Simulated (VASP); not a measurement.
# AlGa3Sb2 (P6/mmm) in VASP: a series of runs

AlGa3Sb2 is run at these levels: PBE; tasks: single point.

Everything below comes from runs of VASP 6.6.1. Logs are shortened: lines on timing, memory, paths and dates and some standing lists are left out, and cuts for length are marked.

## 1. The cell of the first run

The structure is hexagonal, space group P6/mmm (No. 191). The conventional cell has a = 4.490 Å, b = 4.490 Å, c = 8.195 Å, α = 90.00°, β = 90.00°, γ = 120.00°. Al (site symmetry 6/mmm) has 2 Sb at 2.04 Å within 2.7 Å. Within 3.4 Å of Ga (site symmetry -6m2) lie 6 Ga at 2.59 Å and 6 Sb at 3.31 Å. Ga (site symmetry 6/mmm) has 2 Sb at 2.06 Å and 6 Ga at 2.59 Å within 2.7 Å. Sb (site symmetry 6mm) has 1 Al at 2.04 Å and 1 Ga at 2.06 Å within 2.7 Å.

## 2. Single point, PBE

Input file INCAR:

```
SYSTEM = AlGa3Sb2
PREC = Accurate
ENCUT = 520
EDIFF = 1E-6
ISMEAR = 0
SIGMA = 0.1
LREAL = .FALSE.
LASPH = .TRUE.
NELM = 80
ALGO = Normal
ISIF = 2
LWAVE = .FALSE.
LCHARG = .TRUE.
GGA = PE
LELF = .TRUE.
LVHAR = .TRUE.
NBANDS = 35
```

Input file KPOINTS:

```
Automatic mesh
0
G
  6 6 2
  0 0 0
```

Input file POSCAR:

```
AlGa3Sb2
1.0
    4.4900848800      0.0000000000      0.0000000000
   -2.2450424400      3.8885275700      0.0000000000
    0.0000000000      0.0000000000      8.1951744700
Al Ga Sb
1 3 2
Direct
    0.0000000000      0.0000000000      0.0000000000
    0.3333333300      0.6666666700      0.5000000000
    0.6666666700      0.3333333300      0.5000000000
    0.0000000000      0.0000000000      0.5000000000
    0.0000000000      0.0000000000      0.7508386300
    0.0000000000      0.0000000000      0.2491613700
```

Potentials or basis: VASP PAW PBE potentials, release 64 (Al, Ga_d, Sb).

Started as:

```bash
cat potpaw_PBE.64/Al/POTCAR potpaw_PBE.64/Ga_d/POTCAR potpaw_PBE.64/Sb/POTCAR > POTCAR
mpirun -np 1 vasp_std > vasp.out
```

OUTCAR:

```text
SYSTEM = AlGa3Sb2
   PREC = Accurate
   ENCUT = 520
   EDIFF = 1E-6
   ISMEAR = 0
   LREAL = .FALSE.
   LASPH = .TRUE.
   NELM = 80
   ISIF = 2
   GGA = PE

 ion  position               nearest neighbor table
   1  0.000  0.000  0.000-   5 2.04   6 2.04
   2  0.333  0.667  0.500-   3 2.59   4 2.59   3 2.59   4 2.59   4 2.59   3 2.59   5 3.31   6 3.31
                             6 3.31   5 3.31   6 3.31   5 3.31
   3  0.667  0.333  0.500-   2 2.59   4 2.59   2 2.59   4 2.59   4 2.59   2 2.59   5 3.31   6 3.31
                             5 3.31   6 3.31   5 3.31   6 3.31
   4  0.000  0.000  0.500-   5 2.06   6 2.06   2 2.59   3 2.59   2 2.59   3 2.59   3 2.59   2 2.59

   5  0.000  0.000  0.751-   1 2.04   4 2.06   3 3.31   2 3.31   2 3.31   3 3.31   3 3.31   2 3.31

   6  0.000  0.000  0.249-   1 2.04   4 2.06   3 3.31   2 3.31   2 3.31   3 3.31   3 3.31   2 3.31

  LATTYP: Found a hexagonal cell.
 ALAT       =     4.4900848800
 C/A-ratio  =     1.8251713919

  Lattice vectors:

 A1 = (   4.4900848800,   0.0000000000,   0.0000000000)
 A2 = (  -2.2450424400,   3.8885275700,   0.0000000000)
 A3 = (   0.0000000000,   0.0000000000,   8.1951744700)

Analysis of symmetry for initial positions (statically):
=====================================================================
 Subroutine PRICEL returns:
 Original cell was already a primitive cell.

 Routine SETGRP: Setting up the symmetry group for a
 hexagonal supercell.

 Subroutine GETGRP returns: Found 24 space group operations
 (whereof 24 operations were pure point group operations)
 out of a pool of 24 trial point group operations.

The static configuration has the point symmetry D_6h.

Analysis of symmetry for dynamics (positions and initial velocities):
=====================================================================
 Subroutine PRICEL returns:
 Original cell was already a primitive cell.

 Routine SETGRP: Setting up the symmetry group for a
 hexagonal supercell.

 Subroutine GETGRP returns: Found 24 space group operations
 (whereof 24 operations were pure point group operations)
 out of a pool of 24 trial point group operations.

The dynamic configuration has the point symmetry D_6h.

 Subroutine INISYM returns: Found 24 space group operations
 (whereof 24 operations are pure point group operations),
 and found     1 'primitive' translations

----------------------------------------------------------------------------------------

[... 92 lines left out ...]
   NSW    =      0    number of steps for IOM
   IBRION =     -1    ionic relax: 0-MD 1-quasi-New 2-CG
   NFREE  =      0    steps in history (QN), initial steepest desc. (CG)
   ISIF   =      2    stress and relaxation
   ISYM   =      2    0-nonsym 1-usesym 2-fastsym
   POTIM  = 0.5000    time-step for ionic-motion
   TEBEG  =    0.0;   TEEND  =   0.0 temperature during run
   PSTRESS=    0.0 pullay stress
   NELECT =      52.0000    total number of electrons
   NUPDOWN=      -1.0000    fix difference up-down
   EMIN   =  10.00;   EMAX   =-10.00  energy-range for DOS
   EFERMI =   0.00;   METHOD = LEGACY
   ISMEAR =     0;   SIGMA  =   0.10  broadening in eV -4-tet -1-fermi 0-gaus
   EFERMI_NEDOS =   21; number of points for ismear=-14 and -15
   IALGO  =     38    algorithm
   IMIX   =      4    mixing-type and parameters
     AMIX     =   0.40;   BMIX     =  1.00
     AMIX_MAG =   1.60;   BMIX_MAG =  1.00
  volume/ion in A,a.u.               =      23.85       160.93
  Fermi-wavevector in a.u.,A,eV,Ry     =   1.168270  2.207711 18.569983  1.364855
  Thomas-Fermi vector in A             =   2.304759
   LORBIT       =      0    0 simple, 1 ext, 2 COOP (PROOUT), +10 PAW based schemes
   GGA     = PE    functional components
   LHFCALC =     F    Hartree Fock is set to
   AEXX    =    0.0000 exact exchange contribution
   IVDW    =     0    specifies the selected vdW correction
   LEPSILON=     F    determine dielectric tensor
   LRPA    =     F    only Hartree local field effects (RPA)
 non-spin polarized calculation
 Gauss-broadening in eV      SIGMA  =   0.10
  energy-cutoff  :      520.00
  volume of cell :      143.09
 maximum number of plane-waves:      3889
 NGX is ok and might be reduce to    36
   NGX = 17   NGY = 17   NGZ = 31

 number of electron      52.0000026 magnetization

 Free energy of the ion-electron system (eV)
  ---------------------------------------------------
  ext. energy  EPLUGINS =         0.00000000
  ---------------------------------------------------
  free energy    TOTEN  =        -7.86594436 eV

  energy without entropy =       -7.85129825  energy(sigma->0) =       -7.85862131

 E-fermi :   5.8369     XC(G=0):  -9.4579

 val. band max:        5.8074565236   @ k =   0.0000   0.0000   0.0000
 cond. band min:       5.8381896207   @ k =   0.1667   0.1667   0.0000
 fundamental gap:      0.0307330971
 Fermi energy:         5.8368888912

 k-point     1 :       0.0000    0.0000    0.0000
  band No.  band energies     occupation
      1     -11.7054      2.00000
      2     -11.1824      2.00000
      3     -11.1824      2.00000
      4     -10.9200      2.00000
      5     -10.9200      2.00000
      6      -9.8432      2.00000
[... 521 lines left out ...]
     34      10.5706      0.00000
     35      13.2968      0.00000

------------------------ aborting loop because EDIFF is reached ----------------------------------------

  FORCE on cell =-STRESS in cart. coord.  units (eV):
  Direction    XX          YY          ZZ          XY          YZ          ZX
  --------------------------------------------------------------------------------------
  -------------------------------------------------------------------------------------
  Total       11.1500247     11.1500247     84.7697387      0.0000000      0.0000000      0.0000000
  in kB      124.8499796    124.8499795    949.1907333      0.0000000      0.0000000      0.0000000
  external PRESSURE =     399.6302308 kB  Pullay stress =       0.0000000 kB

 VOLUME and BASIS-vectors are now :
 -----------------------------------------------------------------------------
  energy-cutoff  :      520.00
  volume of cell :      143.09
      direct lattice vectors                 reciprocal lattice vectors
     4.490084880  0.000000000  0.000000000     0.222712939  0.128583375  0.000000000
    -2.245042440  3.888527570  0.000000000     0.000000000  0.257166751  0.000000000
     0.000000000  0.000000000  8.195174470     0.000000000  0.000000000  0.122023028

 POSITION                                       TOTAL-FORCE (eV/Angst)
 -----------------------------------------------------------------------------------
      0.00000      0.00000      0.00000        -0.000000     -0.000000      0.000000
     -0.00000      2.59235      4.09759         0.000000     -0.000000      0.000000
      2.24504      1.29618      4.09759        -0.000000     -0.000000      0.000000
      0.00000      0.00000      4.09759        -0.000000     -0.000000      0.000000
      0.00000      0.00000      6.15325         0.000000      0.000000      1.759258
      0.00000      0.00000      2.04192        -0.000000     -0.000000     -1.759258
 -----------------------------------------------------------------------------------
    total drift:                                0.000000      0.000000      0.000000

  FREE ENERGIE OF THE ION-ELECTRON SYSTEM (eV)
  ---------------------------------------------------
  free  energy   TOTEN  =        -7.8659443616 eV

  energy  without entropy=       -7.8512982521  energy(sigma->0) =       -7.85862131
```

OSZICAR:

```text
N       E                     dE             d eps       ncg     rms          rms(c)
DAV:   1     0.415618523953E+03    0.41562E+03   -0.23522E+04  1010   0.201E+03
DAV:   2     0.497307193125E+02   -0.36589E+03   -0.35330E+03  1060   0.504E+02
DAV:   3    -0.607547225928E+01   -0.55806E+02   -0.54389E+02  1221   0.154E+02
DAV:   4    -0.858137727050E+01   -0.25059E+01   -0.24918E+01  1075   0.345E+01
DAV:   5    -0.867887163294E+01   -0.97494E-01   -0.97440E-01  1514   0.622E+00    0.709E+00
DAV:   6    -0.807776050095E+01    0.60111E+00   -0.47880E-01  1093   0.668E+00    0.429E+00
DAV:   7    -0.786536759388E+01    0.21239E+00   -0.70907E-01  1196   0.500E+00    0.100E+00
DAV:   8    -0.786565491714E+01   -0.28732E-03   -0.95251E-02  1074   0.290E+00    0.489E-01
DAV:   9    -0.786618715286E+01   -0.53224E-03   -0.79821E-03  1405   0.650E-01    0.114E-01
DAV:  10    -0.786591116372E+01    0.27599E-03   -0.83867E-04  1074   0.199E-01    0.507E-02
DAV:  11    -0.786594921063E+01   -0.38047E-04   -0.16867E-04  1330   0.933E-02    0.241E-02
DAV:  12    -0.786594182046E+01    0.73902E-05   -0.25684E-05  1065   0.529E-02    0.670E-03
DAV:  13    -0.786594442858E+01   -0.26081E-05   -0.46905E-06  1032   0.166E-02    0.267E-03
DAV:  14    -0.786594436157E+01    0.67007E-07   -0.82803E-07   769   0.571E-03
   1 F= -.78659444E+01 E0= -.78586213E+01  d E =-.146461E-01
```

It took 74 s on 1 thread of Intel Xeon Platinum 8259CL at 2.50GHz (Skylake/Cascade Lake), shared host; peak memory 0.3 GiB.

What came out:

| Quantity | Value |
| --- | --- |
| Free energy | -7.8659 eV |
| Pressure | 40.0 GPa |
| Largest force | 1.759 eV/Å |
| Band gap on the k mesh | zero (band 26 reaches 6.31 eV, above the bottom of band 27 at 5.05 eV) |

Forces on the atoms (eV/Å):
```
Al   0.000  0.000  0.000
Ga   0.000  0.000  0.000
Ga   0.000  0.000  0.000
Ga   0.000  0.000  0.000
Sb   0.000  0.000  1.759
Sb   0.000  0.000 -1.759
```

Stress tensor (GPa, compression positive):
```
12.48  0.00  0.00
 0.00 12.48  0.00
 0.00  0.00 94.92
```

Levels at points of the mesh, in eV from the Fermi level:
```csv
k point,band 23,band 24,band 25,band 26,band 27,band 28,band 29,band 30
"(0.00, 0.00, 0.00)",-1.18,-1.18,-0.79,-0.51,-0.51,-0.03,0.51,0.51
"(0.50, 0.00, 0.00)",-3.79,-2.76,-1.13,-0.65,0.18,1.33,2.71,2.94
"(0.00, 0.00, 0.50)",-1.25,-1.25,-1.17,-1.17,-0.78,0.43,2.02,2.02
"(0.50, 0.00, 0.50)",-4.14,-1.87,-1.24,-0.20,0.72,1.15,2.51,3.14
```

Caveat: the k points lie up to 0.38 Å⁻¹ apart; spin-orbit coupling is left out, which moves the levels of the heavy elements; forces of over 1 eV/Å act on the atoms, so gaps and moduli don't describe the material at rest.

[end of part 1 of 2]
